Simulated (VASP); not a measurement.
Sn:

```
CELL_PARAMETERS angstrom
-1.71495 1.76363 2.32265
1.71495 -1.76363 2.32265
1.71495 1.76363 -2.32265
ATOMIC_POSITIONS crystal
Sn 0.00000 0.00000 0.00000
```

Base run:

- Program: VASP 6.6.1
- Functional: PBEsol
- Potentials or basis: VASP PAW PBE potentials, release 64 (Sn_d)
- Cutoff: 520 eV
- k mesh: 11 × 11 × 11
- Occupations: fermi-dirac, width 0.05 eV
- Spin: no spin polarisation

Its results: band gap on the k mesh zero (bands 7 and 8 overlap by 9.00 eV); pressure -2.9 GPa.

The run is repeated on the same cell with these changes: functional from PBEsol to PBE0; k mesh from 11 × 11 × 11 to 6 × 6 × 6. What comes out?

Band gap on the k mesh zero (bands 7 and 8 overlap by 10.94 eV); pressure -1.0 GPa.

Several settings changed at once.

Caveats: some runs use coarse meshes; the PAW data sets were made with another functional, which shifts forces and pressure a little; spin-orbit coupling is left out, which moves the levels of the heavy elements.
